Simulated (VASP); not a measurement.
Crystal: BaHg.

```
CELL_PARAMETERS angstrom
4.18000 0.00000 0.00000
0.00000 4.18000 0.00000
0.00000 0.00000 4.18000
ATOMIC_POSITIONS crystal
Ba 0.00000 0.00000 0.00000
Hg 0.50000 0.50000 0.50000
```

* Program: VASP 6.6.1
* Task: relaxation of cell and atoms
* Functional: LDA
* Potentials or basis: VASP PAW LDA potentials, release 64 (Ba_sv, Hg)
* Cutoff: 600 eV
* k mesh: 5 × 5 × 5
* Occupations: gaussian, width 0.1 eV
* Spin: no spin polarisation

At the start: pressure -2.5 GPa; volume 36.52 Å³/atom.

Question: Where does the relaxation end?

Answer: Over 3 steps the energy falls by 27.1 meV/atom and the volume is 33.31 Å³/atom (-8.8 %); space group Pm-3m (No. 221, to 0.05 Å).

The path:
```csv
step,energy change (eV),largest force (eV/Å),pressure (GPa),volume (Å³)
1,0.0000,0.0000,-2.49,73.03
2,-0.0537,0.0000,-0.29,67.19
3,-0.0542,0.0000,0.00,66.61
```

Final structure:
```
CELL_PARAMETERS angstrom
4.05369 0.00000 0.00000
0.00000 4.05369 0.00000
0.00000 0.00000 4.05369
ATOMIC_POSITIONS crystal
Ba 0.00000 0.00000 0.00000
Hg 0.50000 0.50000 0.50000
```
